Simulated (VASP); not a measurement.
# Hf (Pm-3m) in VASP: notebook

Runs on Hf. Level: PBE. Tasks: single point, relaxation of cell and atoms.

Everything below comes from runs of VASP 6.6.1. Logs are shortened: lines on timing, memory, paths and dates and some standing lists are left out, and cuts for length are marked.

### 1 The cell of the first run

The structure is cubic, space group Pm-3m (No. 221). Conventional cell: a = 2.517 Å, b = 2.517 Å, c = 2.517 Å, α = 90.00°, β = 90.00°, γ = 90.00°. Hf (site symmetry m-3m) has 6 Hf at 2.52 Å within 3.3 Å.

### 2 Single point, PBE

Input file INCAR:

```
SYSTEM = Hf
PREC = Accurate
ENCUT = 520
EDIFF = 1E-6
ISMEAR = -1
SIGMA = 0.05
LREAL = .False.
LASPH = .True.
NELM = 100
ALGO = Normal
ISIF = 2
LWAVE = .False.
LCHARG = .False.
GGA = PE
NBANDS = 11
```

Input file KPOINTS:

```
regular mesh
0
Gamma
  15 15 15
  0 0 0
```

Input file POSCAR:

```
Hf
1.0
    2.5171288213      0.0000000000      0.0000000000
    0.0000000000      2.5171288213      0.0000000000
    0.0000000000      0.0000000000      2.5171288213
Hf
1
Direct
    0.0000000000      0.0000000000      0.0000000000
```

Potentials or basis: VASP PAW PBE potentials, release 64 (Hf_pv).

Run with:

```console
$ cat potpaw_PBE.64/Hf_pv/POTCAR > POTCAR
$ mpirun -np 1 vasp_std > vasp.out
```

OUTCAR:

```text
SYSTEM = Hf
   PREC = Accurate
   ENCUT = 520
   EDIFF = 1E-6
   ISMEAR = -1
   LREAL = .False.
   LASPH = .True.
   NELM = 100
   ISIF = 2
   GGA = PE

 ion  position               nearest neighbor table
   1  0.000  0.000  0.000-

  LATTYP: Found a simple cubic cell.
 ALAT       =     2.5171288213

  Lattice vectors:

 A1 = (   2.5171288213,   0.0000000000,   0.0000000000)
 A2 = (   0.0000000000,   2.5171288213,   0.0000000000)
 A3 = (   0.0000000000,   0.0000000000,   2.5171288213)

Analysis of symmetry for initial positions (statically):
=====================================================================
 Subroutine PRICEL returns:
 Original cell was already a primitive cell.

 Routine SETGRP: Setting up the symmetry group for a
 simple cubic supercell.

 Subroutine GETGRP returns: Found 48 space group operations
 (whereof 48 operations were pure point group operations)
 out of a pool of 48 trial point group operations.

The static configuration has the point symmetry O_h .

Analysis of symmetry for dynamics (positions and initial velocities):
=====================================================================
 Subroutine PRICEL returns:
 Original cell was already a primitive cell.

 Routine SETGRP: Setting up the symmetry group for a
 simple cubic supercell.

 Subroutine GETGRP returns: Found 48 space group operations
 (whereof 48 operations were pure point group operations)
 out of a pool of 48 trial point group operations.

The dynamic configuration has the point symmetry O_h .

 Subroutine INISYM returns: Found 48 space group operations
 (whereof 48 operations are pure point group operations),
 and found     1 'primitive' translations

----------------------------------------------------------------------------------------

                                     Primitive cell

  volume of cell :      15.9484

  direct lattice vectors                    reciprocal lattice vectors
     2.517128821  0.000000000  0.000000000     0.397278038  0.000000000  0.000000000
     0.000000000  2.517128821  0.000000000     0.000000000  0.397278038  0.000000000
     0.000000000  0.000000000  2.517128821     0.000000000  0.000000000  0.397278038

  length of vectors
     2.517128821  2.517128821  2.517128821     0.397278038  0.397278038  0.397278038

  position of ions in fractional coordinates (direct lattice)
     0.000000000  0.000000000  0.000000000

  ion indices of the primitive-cell ions
   primitive index   ion index
                 1           1

----------------------------------------------------------------------------------------

 KPOINTS: regular mesh

Automatic generation of k-mesh.
 Grid dimensions read from file:
 generate k-points for:   15   15   15

 Generating k-lattice:

  Cartesian coordinates                     Fractional coordinates (reciprocal lattice)
     0.026485203  0.000000000  0.000000000     0.066666667  0.000000000  0.000000000
     0.000000000  0.026485203  0.000000000     0.000000000  0.066666667  0.000000000
     0.000000000  0.000000000  0.026485203     0.000000000  0.000000000  0.066666667

  Length of vectors
     0.026485203  0.026485203  0.026485203

  Shift w.r.t. Gamma in fractional coordinates (k-lattice)
     0.000000000  0.000000000  0.000000000

 Subroutine IBZKPT returns following result:
 ===========================================

 Found    120 irreducible k-points:

 Following reciprocal coordinates:
            Coordinates               Weight
  0.000000  0.000000  0.000000      1.000000
  0.066667  0.000000  0.000000      6.000000
  0.133333  0.000000  0.000000      6.000000
  0.200000  0.000000  0.000000      6.000000
  0.266667  0.000000  0.000000      6.000000
  0.333333  0.000000  0.000000      6.000000
[... 16 lines left out ...]
  0.266667  0.200000  0.000000     24.000000
  0.333333  0.200000  0.000000     24.000000
 [... further k-points ...]
   k-points           NKPTS =    120   k-points in BZ     NKDIM =    120   number of bands    NBANDS=     11
   number of dos      NEDOS =    301   number of ions     NIONS =      1
   total plane-waves  NPLWV =   8000
   dimension x,y,z NGX =    20 NGY =   20 NGZ =   20
   dimension x,y,z NGXF=    40 NGYF=   40 NGZF=   40
   ions per type =               1
   NGX,Y,Z   is equivalent  to a cutoff of  13.21, 13.21, 13.21 a.u.
   NGXF,Y,Z  is equivalent  to a cutoff of  26.42, 26.42, 26.42 a.u.
 SYSTEM =  Hf
   PREC   = accura    normal or accurate (medium, high low for compatibility)
   ISTART =      0    job   : 0-new  1-cont  2-samecut
   ICHARG =      2    charge: 1-file 2-atom 10-const
   ISPIN  =      1    spin polarized calculation?
   LNONCOLLINEAR =      F non collinear calculations
   LSORBIT =      F    spin-orbit coupling
   LASPH  =      T    aspherical Exc in radial PAW
   ENCUT  =  520.0 eV  38.22 Ry    6.18 a.u.   4.68  4.68  4.68*2*pi/ulx,y,z
   NELM   =    100;   NELMIN=  2; NELMDL= -5     # of ELM steps
   EDIFF  = 0.1E-05   stopping-criterion for ELM
   LREAL  =      F    real-space projection
   EDIFFG = 0.1E-04   stopping-criterion for IOM
   NSW    =      0    number of steps for IOM
   IBRION =     -1    ionic relax: 0-MD 1-quasi-New 2-CG
   NFREE  =      0    steps in history (QN), initial steepest desc. (CG)
   ISIF   =      2    stress and relaxation
   ISYM   =      2    0-nonsym 1-usesym 2-fastsym
   POTIM  = 0.5000    time-step for ionic-motion
   TEBEG  =    0.0;   TEEND  =   0.0 temperature during run
   PSTRESS=    0.0 pullay stress
   NELECT =      10.0000    total number of electrons
   NUPDOWN=      -1.0000    fix difference up-down
   EMIN   =  10.00;   EMAX   =-10.00  energy-range for DOS
   EFERMI =   0.00;   METHOD = LEGACY
   ISMEAR =    -1;   SIGMA  =   0.05  broadening in eV -4-tet -1-fermi 0-gaus
   EFERMI_NEDOS =   21; number of points for ismear=-14 and -15
   IALGO  =     38    algorithm
   IMIX   =      4    mixing-type and parameters
     AMIX     =   0.40;   BMIX     =  1.00
     AMIX_MAG =   1.60;   BMIX_MAG =  1.00
  volume/ion in A,a.u.               =      15.95       107.62
  Fermi-wavevector in a.u.,A,eV,Ry     =   1.401208  2.647900 26.713473  1.963385
  Thomas-Fermi vector in A             =   2.524092
   LORBIT       =      0    0 simple, 1 ext, 2 COOP (PROOUT), +10 PAW based schemes
   GGA     = PE    functional components
   LHFCALC =     F    Hartree Fock is set to
   AEXX    =    0.0000 exact exchange contribution
   IVDW    =     0    specifies the selected vdW correction
   LEPSILON=     F    determine dielectric tensor
   LRPA    =     F    only Hartree local field effects (RPA)
 non-spin polarized calculation
  energy-cutoff  :      520.00
  volume of cell :       15.95
 maximum number of plane-waves:       449
 NGX is ok and might be reduce to    20
   NGX =  9   NGY =  9   NGZ =  9

 number of electron      10.0000000 magnetization

 number of electron       9.9999999 magnetization

 Free energy of the ion-electron system (eV)
  ---------------------------------------------------
  ext. energy  EPLUGINS =         0.00000000
  ---------------------------------------------------
  free energy    TOTEN  =        -7.48328956 eV

  energy without entropy =       -7.47678700  energy(sigma->0) =       -7.48003828

 E-fermi :   7.0908     XC(G=0): -12.8334

 val. band max:        7.0759184527   @ k =   0.4000   0.1333   0.1333
 cond. band min:       7.1210996563   @ k =   0.4000   0.3333   0.1333
 fundamental gap:      0.0451812036
 Fermi energy:         7.0908218584

 k-point     1 :       0.0000    0.0000    0.0000
  band No.  band energies     occupation
      1     -21.5060      2.00000
      2     -21.5060      2.00000
      3     -21.5060      2.00000
      4      -0.5275      2.00000
      5       4.2043      2.00000
      6       4.2043      2.00000
      7      17.2022      0.00000
      8      17.2022      0.00000
      9      17.2022      0.00000
     10      21.3019      0.00000
     11      24.6870      0.00000

 k-point     2 :       0.0667    0.0000    0.0000
  band No.  band energies     occupation
      1     -21.6697      2.00000
      2     -21.4927      2.00000
      3     -21.4927      2.00000
      4      -0.3299      2.00000
      5       4.2595      2.00000
      6       4.4511      2.00000
      7      16.7051      0.00000
      8      16.7051      0.00000
      9      17.2322      0.00000
     10      21.2992      0.00000
     11      23.8101      0.00000

 k-point     3 :       0.1333    0.0000    0.0000
  band No.  band energies     occupation
      1     -22.1143      2.00000
      2     -21.4549      2.00000
      3     -21.4549      2.00000
      4       0.1961      2.00000
      5       4.4195      2.00000
      6       5.1769      2.00000
      7      15.5637      0.00000
      8      15.5637      0.00000
      9      17.3181      0.00000
     10      21.2765      0.00000
     11      22.1312      0.00000

 k-point     4 :       0.2000    0.0000    0.0000
  band No.  band energies     occupation
      1     -22.7265      2.00000
      2     -21.3987      2.00000
      3     -21.3987      2.00000
      4       0.9125      2.00000
      5       4.6666      2.00000
      6       6.2803      2.00000
      7      14.2625      0.00000
      8      14.2625      0.00000
      9      17.4473      0.00000
     10      20.4739      0.00000
     11      21.3447      0.00000
[... 239 lines left out ...]
 k-point    22 :       0.2000    0.2000    0.0000
  band No.  band energies     occupation
      1     -22.6541      2.00000
      2     -22.5224      2.00000
      3     -21.2938      2.00000
      4       2.2732      2.00000
      5       5.8345      2.00000
      6       7.4543      0.00139
      7      11.3946      0.00000
      8      14.2145      0.00000
      9      15.1335      0.00000
     10      21.2872      0.00000
     11      22.5731      0.00000

 k-point    23 :       0.2667    0.2000    0.0000
  band No.  band energies     occupation
      1     -23.2321      2.00000
      2     -22.4979      2.00000
      3     -21.2300      2.00000
      4       2.9477      2.00000
      5       6.0368      2.00000
      6       8.3023      0.00000
      7      10.9502      0.00000
      8      13.3678      0.00000
      9      15.0326      0.00000
     10      21.2292      0.00000
     11      21.5307      0.00000

 k-point    24 :       0.3333    0.2000    0.0000
  band No.  band energies     occupation
      1     -23.7979      2.00000
      2     -22.4197      2.00000
      3     -21.1682      2.00000
      4       3.6026      2.00000
      5       5.9822      2.00000
      6       8.3725      0.00000
      7      11.6994      0.00000
      8      12.4691      0.00000
      9      15.1934      0.00000
     10      20.8059      0.00000
     11      21.3410      0.00000

 [... further k-points ...]

------------------------ aborting loop because EDIFF is reached ----------------------------------------

  FORCE on cell =-STRESS in cart. coord.  units (eV):
  Direction    XX          YY          ZZ          XY          YZ          ZX
  --------------------------------------------------------------------------------------
  -------------------------------------------------------------------------------------
  Total        7.2276668      7.2276668      7.2276668     -0.0000000      0.0000000     -0.0000000
  in kB      726.0932162    726.0932162    726.0932162     -0.0000000      0.0000000     -0.0000000
  external PRESSURE =     726.0932162 kB  Pullay stress =       0.0000000 kB

 VOLUME and BASIS-vectors are now :
 -----------------------------------------------------------------------------
  energy-cutoff  :      520.00
  volume of cell :       15.95
      direct lattice vectors                 reciprocal lattice vectors
     2.517128821  0.000000000  0.000000000     0.397278038  0.000000000  0.000000000
     0.000000000  2.517128821  0.000000000     0.000000000  0.397278038  0.000000000
     0.000000000  0.000000000  2.517128821     0.000000000  0.000000000  0.397278038

 POSITION                                       TOTAL-FORCE (eV/Angst)
 -----------------------------------------------------------------------------------
      0.00000      0.00000      0.00000         0.000000      0.000000      0.000000
 -----------------------------------------------------------------------------------
    total drift:                               -0.000000      0.000000      0.000000

  FREE ENERGIE OF THE ION-ELECTRON SYSTEM (eV)
  ---------------------------------------------------
  free  energy   TOTEN  =        -7.4832895625 eV

  energy  without entropy=       -7.4767869960  energy(sigma->0) =       -7.48003828
```

It took 10 s on 1 thread of Intel Xeon 6975P-C, shared host; peak memory 0.14 GiB.

Results:

| Item | Value |
| --- | --- |
| Free energy | -7.4833 eV |
| Pressure | 72.6 GPa |
| Band gap on the k mesh | zero (band 5 reaches 8.17 eV, above the bottom of band 6 at 4.08 eV) |

Caveat: spin-orbit coupling is left out, which moves the levels of the heavy elements.

### 3 Single point, PBE

Changes to INCAR since step 2:

```diff
@@ -3,3 +3,3 @@
 ENCUT = 520
-EDIFF = 1E-6
+EDIFF = 1E-7
 ISMEAR = -1
```

Input file KPOINTS:

```
Automatic mesh
0
Gamma
  15 15 15
  0 0 0
```

Input file POSCAR:

```
Hf
1.0
    2.5174017301      0.0000000000      0.0000000000
    0.0000000000      2.5174017301      0.0000000000
    0.0000000000      0.0000000000      2.5174017301
Hf
1
Direct
    0.0000000000      0.0000000000      0.0000000000
```

Potentials or basis: VASP PAW PBE potentials, release 64 (Hf_pv).

Run with:

```console
$ cat potpaw_PBE.64/Hf_pv/POTCAR > POTCAR
$ mpirun -np 1 vasp_std > vasp.out
```

Wall time 9.2 s (1 thread of Intel Xeon 6975P-C, shared host); peak memory 0.14 GiB.

The run converged. Its results:

```
Free energy            : -7.4856 eV
Pressure               : 72.5 GPa
Band gap on the k mesh : zero (band 5 reaches 8.16 eV, above the bottom of band 6 at 4.08 eV)
```

Levels at points of the mesh, in eV from the Fermi level:
```csv
k point,band 1,band 2,band 3,band 4,band 5,band 6,band 7,band 8,band 9,band 10
"(0.00, 0.00, 0.00)",-28.60,-28.60,-28.60,-7.62,-2.89,-2.89,10.11,10.11,10.11,14.21
```

Caveat: spin-orbit coupling is left out, which moves the levels of the heavy elements.

(Part 1 of 2 ends here.)
